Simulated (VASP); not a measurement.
# ZrGe5 (P4/mmm) in VASP: single point with PBE

Aim: the single point of ZrGe5 with PBE.

All numbers are computed with VASP 6.6.1; they aren't measurements. Logs are shortened: lines on timing, memory, paths and dates and some standing lists are left out, and cuts for length are marked.

**1. The cell of the first run**

It takes space group P4/mmm (No. 123, tetragonal). The conventional cell has a = 5.073 Å, b = 5.073 Å, c = 4.899 Å, α = 90.00°, β = 90.00°, γ = 90.00°. Zr (site symmetry 4/mmm) has 12 Ge at 2.85 to 3.59 Å within 3.8 Å. Ge (site symmetry m2m) has 3 Ge at 2.06 to 2.16 Å within 2.7 Å. Ge (site symmetry 4/mmm) has 4 Zr at 3.59 Å and 16 Ge at 3.69 Å within 4.7 Å.

The cell was built from a structure type or drawn by symmetry, and may not be a known phase.

**2. Single point, PBE**

INCAR reads:

```
PREC = Accurate
ENCUT = 520
EDIFF = 1E-6
ISMEAR = 0
SIGMA = 0.1
LREAL = False
LASPH = True
NELM = 80
ALGO = Normal
ISIF = 2
LWAVE = False
LCHARG = False
GGA = PE
NBANDS = 50
```

KPOINTS reads:

```
regular mesh
0
Gamma
  4 4 4
```

POSCAR reads:

```
ZrGe5
1.0
    5.0728504700      0.0000000000      0.0000000000
    0.0000000000      5.0728504700      0.0000000000
    0.0000000000      0.0000000000      4.8989942400
Zr Ge
1 5
Direct
    0.5000000000      0.5000000000      0.5000000000
    0.7871864500      0.5000000000      0.0000000000
    0.2128135500      0.5000000000      0.0000000000
    0.5000000000      0.7871864500      0.0000000000
    0.5000000000      0.2128135500      0.0000000000
    0.0000000000      0.0000000000      0.5000000000
```

Potentials or basis: VASP PAW PBE potentials, release 64 (Zr_sv, Ge_d).

The run is started by

```
> cat potpaw_PBE.64/Zr_sv/POTCAR potpaw_PBE.64/Ge_d/POTCAR > POTCAR
> mpirun -np 1 vasp_std > vasp.out
```

OUTCAR:

```text
PREC = Accurate
   ENCUT = 520
   EDIFF = 1E-6
   ISMEAR = 0
   LREAL = False
   LASPH = True
   NELM = 80
   ISIF = 2
   GGA = PE

 ion  position               nearest neighbor table
   1  0.500  0.500  0.500-   2 2.85   3 2.85   4 2.85   5 2.85   2 2.85   3 2.85   4 2.85   5 2.85

   2  0.787  0.500  0.000-   4 2.06   5 2.06   3 2.16   1 2.85   1 2.85   3 2.91
   3  0.213  0.500  0.000-   4 2.06   5 2.06   2 2.16   1 2.85   1 2.85   2 2.91
   4  0.500  0.787  0.000-   2 2.06   3 2.06   5 2.16   1 2.85   1 2.85   5 2.91
   5  0.500  0.213  0.000-   2 2.06   3 2.06   4 2.16   1 2.85   1 2.85   4 2.91
   6  0.000  0.000  0.500-

  LATTYP: Found a simple tetragonal cell.
 ALAT       =     5.0728504700
 C/A-ratio  =     0.9657280988

  Lattice vectors:

 A1 = (   5.0728504700,   0.0000000000,   0.0000000000)
 A2 = (   0.0000000000,   5.0728504700,   0.0000000000)
 A3 = (   0.0000000000,   0.0000000000,   4.8989942400)

Analysis of symmetry for initial positions (statically):
=====================================================================
 Subroutine PRICEL returns:
 Original cell was already a primitive cell.

 Routine SETGRP: Setting up the symmetry group for a
 simple tetragonal supercell.

 Subroutine GETGRP returns: Found 16 space group operations
 (whereof 16 operations were pure point group operations)
 out of a pool of 16 trial point group operations.

The static configuration has the point symmetry D_4h.

Analysis of symmetry for dynamics (positions and initial velocities):
=====================================================================
 Subroutine PRICEL returns:
 Original cell was already a primitive cell.

 Routine SETGRP: Setting up the symmetry group for a
 simple tetragonal supercell.

 Subroutine GETGRP returns: Found 16 space group operations
 (whereof 16 operations were pure point group operations)
 out of a pool of 16 trial point group operations.

The dynamic configuration has the point symmetry D_4h.

 Subroutine INISYM returns: Found 16 space group operations
 (whereof 16 operations are pure point group operations),
 and found     1 'primitive' translations

----------------------------------------------------------------------------------------

                                     Primitive cell

  volume of cell :     126.0698

  direct lattice vectors                    reciprocal lattice vectors
     5.072850470  0.000000000  0.000000000     0.197127829  0.000000000  0.000000000
     0.000000000  5.072850470  0.000000000     0.000000000  0.197127829  0.000000000
     0.000000000  0.000000000  4.898994240     0.000000000  0.000000000  0.204123530

  length of vectors
     5.072850470  5.072850470  4.898994240     0.197127829  0.197127829  0.204123530

  position of ions in fractional coordinates (direct lattice)
     0.500000000  0.500000000  0.500000000
     0.787186450  0.500000000  0.000000000
     0.212813550  0.500000000  0.000000000
     0.500000000  0.787186450  0.000000000
     0.500000000  0.212813550  0.000000000
     0.000000000  0.000000000  0.500000000

  ion indices of the primitive-cell ions
   primitive index   ion index
                 1           1
                 2           2
                 3           3
                 4           4
                 5           5
                 6           6

----------------------------------------------------------------------------------------

 KPOINTS: regular mesh

Automatic generation of k-mesh.
 Grid dimensions read from file:
 generate k-points for:    4    4    4

 Generating k-lattice:

  Cartesian coordinates                     Fractional coordinates (reciprocal lattice)
     0.049281957  0.000000000  0.000000000     0.250000000  0.000000000  0.000000000
     0.000000000  0.049281957  0.000000000     0.000000000  0.250000000  0.000000000
     0.000000000  0.000000000  0.051030883     0.000000000  0.000000000  0.250000000

  Length of vectors
     0.049281957  0.049281957  0.051030883

  Shift w.r.t. Gamma in fractional coordinates (k-lattice)
     0.000000000  0.000000000  0.000000000

 Subroutine IBZKPT returns following result:
 ===========================================

 Found     18 irreducible k-points:

 Following reciprocal coordinates:
            Coordinates               Weight
  0.000000  0.000000  0.000000      1.000000
  0.250000  0.000000  0.000000      4.000000
  0.500000  0.000000  0.000000      2.000000
  0.250000  0.250000  0.000000      4.000000
  0.500000  0.250000  0.000000      4.000000
  0.500000  0.500000  0.000000      1.000000
[... 10 lines left out ...]
  0.500000  0.250000  0.500000      4.000000
  0.500000  0.500000  0.500000      1.000000
   k-points           NKPTS =     18   k-points in BZ     NKDIM =     18   number of bands    NBANDS=     50
   number of dos      NEDOS =    301   number of ions     NIONS =      6
   total plane-waves  NPLWV =  57600
   dimension x,y,z NGX =    40 NGY =   40 NGZ =   36
   dimension x,y,z NGXF=    80 NGYF=   80 NGZF=   72
   ions per type =               1   5
   NGX,Y,Z   is equivalent  to a cutoff of  13.11, 13.11, 12.22 a.u.
   NGXF,Y,Z  is equivalent  to a cutoff of  26.22, 26.22, 24.43 a.u.
 SYSTEM =  unknown system
   PREC   = accura    normal or accurate (medium, high low for compatibility)
   ISTART =      0    job   : 0-new  1-cont  2-samecut
   ICHARG =      2    charge: 1-file 2-atom 10-const
   ISPIN  =      1    spin polarized calculation?
   LNONCOLLINEAR =      F non collinear calculations
   LSORBIT =      F    spin-orbit coupling
   LASPH  =      T    aspherical Exc in radial PAW
   ENCUT  =  520.0 eV  38.22 Ry    6.18 a.u.   9.43  9.43  9.11*2*pi/ulx,y,z
   NELM   =     80;   NELMIN=  2; NELMDL= -5     # of ELM steps
   EDIFF  = 0.1E-05   stopping-criterion for ELM
   LREAL  =      F    real-space projection
   EDIFFG = 0.1E-04   stopping-criterion for IOM
   NSW    =      0    number of steps for IOM
   IBRION =     -1    ionic relax: 0-MD 1-quasi-New 2-CG
   NFREE  =      0    steps in history (QN), initial steepest desc. (CG)
   ISIF   =      2    stress and relaxation
   ISYM   =      2    0-nonsym 1-usesym 2-fastsym
   POTIM  = 0.5000    time-step for ionic-motion
   TEBEG  =    0.0;   TEEND  =   0.0 temperature during run
   PSTRESS=    0.0 pullay stress
   NELECT =      82.0000    total number of electrons
   NUPDOWN=      -1.0000    fix difference up-down
   EMIN   =  10.00;   EMAX   =-10.00  energy-range for DOS
   EFERMI =   0.00;   METHOD = LEGACY
   ISMEAR =     0;   SIGMA  =   0.10  broadening in eV -4-tet -1-fermi 0-gaus
   EFERMI_NEDOS =   21; number of points for ismear=-14 and -15
   IALGO  =     38    algorithm
   IMIX   =      4    mixing-type and parameters
     AMIX     =   0.40;   BMIX     =  1.00
     AMIX_MAG =   1.60;   BMIX_MAG =  1.00
  volume/ion in A,a.u.               =      21.01       141.79
  Fermi-wavevector in a.u.,A,eV,Ry     =   1.418434  2.680451 27.374305  2.011955
  Thomas-Fermi vector in A             =   2.539560
   LORBIT       =      0    0 simple, 1 ext, 2 COOP (PROOUT), +10 PAW based schemes
   GGA     = PE    functional components
   LHFCALC =     F    Hartree Fock is set to
   AEXX    =    0.0000 exact exchange contribution
   IVDW    =     0    specifies the selected vdW correction
   LEPSILON=     F    determine dielectric tensor
   LRPA    =     F    only Hartree local field effects (RPA)
 non-spin polarized calculation
 Gauss-broadening in eV      SIGMA  =   0.10
  energy-cutoff  :      520.00
  volume of cell :      126.07
 maximum number of plane-waves:      3418
 NGX is ok and might be reduce to    40
   NGX = 19   NGY = 19   NGZ = 19

 number of electron      81.9999961 magnetization

 Free energy of the ion-electron system (eV)
  ---------------------------------------------------
  ext. energy  EPLUGINS =         0.00000000
  ---------------------------------------------------
  free energy    TOTEN  =       -22.99764036 eV

  energy without entropy =      -22.96369842  energy(sigma->0) =      -22.98066939

 E-fermi :   6.5250     XC(G=0): -10.5328

 val. band max:        6.5242853260   @ k =   0.5000   0.5000   0.2500
 cond. band min:       6.5444177035   @ k =   0.2500   0.0000   0.2500
 fundamental gap:      0.0201323775
 Fermi energy:         6.5250386975

 k-point     1 :       0.0000    0.0000    0.0000
  band No.  band energies     occupation
      1     -42.8383      2.00000
      2     -21.0122      2.00000
      3     -20.9052      2.00000
      4     -20.9052      2.00000
      5     -19.5817      2.00000
      6     -19.3916      2.00000
[... 42 lines left out ...]
     49       9.6851      0.00000
     50      11.9669      0.00000

 k-point     2 :       0.2500    0.0000    0.0000
  band No.  band energies     occupation
      1     -42.8383      2.00000
      2     -21.0114      2.00000
      3     -20.9070      2.00000
      4     -20.9052      2.00000
      5     -19.5179      2.00000
      6     -19.4662      2.00000
[... 42 lines left out ...]
     49      10.7058      0.00000
     50      12.1644      0.00000

 k-point     3 :       0.5000    0.0000    0.0000
  band No.  band energies     occupation
      1     -42.8383      2.00000
      2     -21.0106      2.00000
      3     -20.9087      2.00000
      4     -20.9052      2.00000
      5     -19.5098      2.00000
      6     -19.4043      2.00000
[... 42 lines left out ...]
     49      10.7923      0.00000
     50      10.8754      0.00000

 k-point     4 :       0.2500    0.2500    0.0000
  band No.  band energies     occupation
      1     -42.8383      2.00000
      2     -21.0106      2.00000
      3     -20.9070      2.00000
      4     -20.9068      2.00000
      5     -19.5304      2.00000
      6     -19.4467      2.00000
[... 681 lines left out ...]
 k-point    17 :       0.5000    0.2500    0.5000
  band No.  band energies     occupation
      1     -42.8379      2.00000
      2     -21.0115      2.00000
      3     -20.9046      2.00000
      4     -20.9031      2.00000
      5     -19.5675      2.00000
      6     -19.3305      2.00000
[... 42 lines left out ...]
     49      10.9392      0.00000
     50      11.0749      0.00000

 k-point    18 :       0.5000    0.5000    0.5000
  band No.  band energies     occupation
      1     -42.8379      2.00000
      2     -21.0104      2.00000
      3     -20.9043      2.00000
      4     -20.9043      2.00000
      5     -19.6058      2.00000
      6     -19.2395      2.00000
[... 42 lines left out ...]
     49       8.8295      0.00000
     50      11.0598      0.00000

------------------------ aborting loop because EDIFF is reached ----------------------------------------

  FORCE on cell =-STRESS in cart. coord.  units (eV):
  Direction    XX          YY          ZZ          XY          YZ          ZX
  --------------------------------------------------------------------------------------
  -------------------------------------------------------------------------------------
  Total       32.2730933     32.2730933      2.8987243      0.0000000     -0.0000000      0.0000000
  in kB      410.1475532    410.1475532     36.8388820      0.0000000     -0.0000000      0.0000000
  external PRESSURE =     285.7113294 kB  Pullay stress =       0.0000000 kB

 VOLUME and BASIS-vectors are now :
 -----------------------------------------------------------------------------
  energy-cutoff  :      520.00
  volume of cell :      126.07
      direct lattice vectors                 reciprocal lattice vectors
     5.072850470  0.000000000  0.000000000     0.197127829  0.000000000  0.000000000
     0.000000000  5.072850470  0.000000000     0.000000000  0.197127829  0.000000000
     0.000000000  0.000000000  4.898994240     0.000000000  0.000000000  0.204123530

 POSITION                                       TOTAL-FORCE (eV/Angst)
 -----------------------------------------------------------------------------------
      2.53643      2.53643      2.44950         0.000000      0.000000      0.000000
      3.99328      2.53643      0.00000         6.440828      0.000000      0.000000
      1.07957      2.53643      0.00000        -6.440828      0.000000     -0.000000
      2.53643      3.99328      0.00000         0.000000      6.440828     -0.000000
      2.53643      1.07957      0.00000        -0.000000     -6.440828      0.000000
      0.00000      0.00000      2.44950         0.000000      0.000000      0.000000
 -----------------------------------------------------------------------------------
    total drift:                               -0.000000     -0.000000     -0.000000

  FREE ENERGIE OF THE ION-ELECTRON SYSTEM (eV)
  ---------------------------------------------------
  free  energy   TOTEN  =       -22.9976403614 eV

  energy  without entropy=      -22.9636984158  energy(sigma->0) =      -22.98066939
```

It took 2.2 min on 1 thread of Intel Xeon 8259CL, shared host; peak memory 0.27 GiB.

What came out:

```yaml
Free_energy: -22.9976 eV
Pressure: 28.6 GPa
Largest_force: 6.441 eV/Å
Band_gap_on_the_k_mesh: zero (bands 41 and 42 overlap by 1.08 eV)
```

Forces on the atoms (eV/Å):
```
Zr   0.000  0.000  0.000
Ge   6.441  0.000  0.000
Ge  -6.441  0.000  0.000
Ge   0.000  6.441  0.000
Ge   0.000 -6.441  0.000
Ge   0.000  0.000  0.000
```

Levels at points of the mesh, in eV from the Fermi level:
```
           k point  band 38  band 39  band 40  band 41  band 42  band 43  band 44  band 45
(0.00, 0.00, 0.00)    -1.97    -1.97    -0.18    -0.18     0.50     0.61     0.90     1.11
(0.50, 0.00, 0.00)    -2.80    -1.90    -1.70    -0.04     0.22     0.98     1.53     2.64
(0.50, 0.50, 0.00)    -2.12    -2.12    -0.49    -0.49    -0.36    -0.32    -0.05     1.39
(0.00, 0.00, 0.50)    -1.76    -1.18    -1.18     0.17     0.37     0.64     0.94     0.94
(0.50, 0.00, 0.50)    -1.90    -1.76    -1.24    -1.03     0.17     0.40     1.33     1.55
(0.50, 0.50, 0.50)    -2.50    -2.50     0.68     0.71     1.13     1.21     1.39     1.80
```

Caveat: the cell stands under pressure; forces of over 1 eV/Å act on the atoms, so gaps and moduli don't describe the material at rest.
